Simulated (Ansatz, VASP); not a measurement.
## Pd in VASP and in Ansatz

```
Pd
1.0
     2.78887    0.00000    0.00000
     0.00000    2.78887    0.00000
     0.00000    0.00000   21.91610
Pd
4
Cartesian
  0.6972 0.6972 8.0447
  2.0917 2.0917 9.9815
  0.6972 0.6972 11.9346
  2.0917 2.0917 13.8714
```

Alike in both runs: functional PBE; k mesh 12 × 12 × 1; occupations fermi-dirac, width 0.05 eV; no spin polarisation.

Ansatz relaxed the structure, and its values are those at the end. VASP's run is a single point on that final structure, the one shown.

```csv
,VASP,Ansatz
version,VASP 6.6.1,Ansatz 0.2.0
potentials or method,"VASP PAW PBE potentials, release 64 (Pd), cutoff 520 eV","all-electron LAPW, scalar-relativistic"
```

Ansatz gave:

- rms of the force components (eV/Å): 0.002

Q: What did VASP give for the same quantities?

A: rms of the force components (eV/Å): 0.005.

Ansatz ran all-electron here, and VASP with PAW potentials.
